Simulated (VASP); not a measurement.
Set up this calculation in VASP 6.6.1, as the native input.

- Task: single point
- Functional: PBE
- Potentials or basis: VASP PAW PBE potentials, release 64 (Pt, S)
- Cutoff: 520 eV
- k mesh: 9 × 9 × 5
- Occupations: fermi-dirac, width 0.05 eV
- Spin: no spin polarisation
- Hubbard terms: Pt d U = 6.0 eV
- Dipole correction: no
- Further INCAR settings: ALGO = Normal; EDIFF = 1e-06; NBANDS = 18

The structure of PtS2 lies in POSCAR:

```
PtS2
1.0
    3.5432000000      0.0000000000      0.0000000000
   -1.7716000000      3.0685012107      0.0000000000
    0.0000000000      0.0000000000      5.0388000000
Pt S
1 2
Direct
    0.0000000000      0.0000000000      0.0000000000
    0.6666666667      0.3333333333      0.7730000000
    0.3333333333      0.6666666667      0.2270000000
```

One way to write it, as run:

INCAR

```
ALGO = Normal ; EDIFF = 1E-6
ENCUT = 520 ; GGA = PE
ISIF = 2 ; ISMEAR = -1
LASPH = T ; LCHARG = F
LDAU = T ; LDAUJ = 0 0
LDAUL = 2 -1 ; LDAUPRINT = 1
LDAUTYPE = 2 ; LDAUU = 6 0
LMAXMIX = 4 ; LREAL = F
LWAVE = F ; NBANDS = 18
NELM = 150 ; PREC = Accurate
SIGMA = 0.05
```

KPOINTS

```
k-points
0
Gamma
  9 9 5
```

Potentials or basis: VASP PAW PBE potentials, release 64 (Pt, S).

The run is started by

```console
$ cat potpaw_PBE.64/Pt/POTCAR potpaw_PBE.64/S/POTCAR > POTCAR
$ mpirun -np 1 vasp_std > vasp.out
```

Results of the run:

```json
{
  "Pressure": "5.7 GPa",
  "Largest force": "0.773 eV/Å",
  "Band gap on the k mesh": "0.83 eV (least direct gap 0.99 eV)"
}
```

Caveat: the cell stands under pressure; spin-orbit coupling is left out, which moves the levels of the heavy elements.

Run time: 20 s on 1 thread of Intel(R) Xeon(R) 6975P-C (Granite Rapids), on a shared host, peak memory 0.2 GiB.
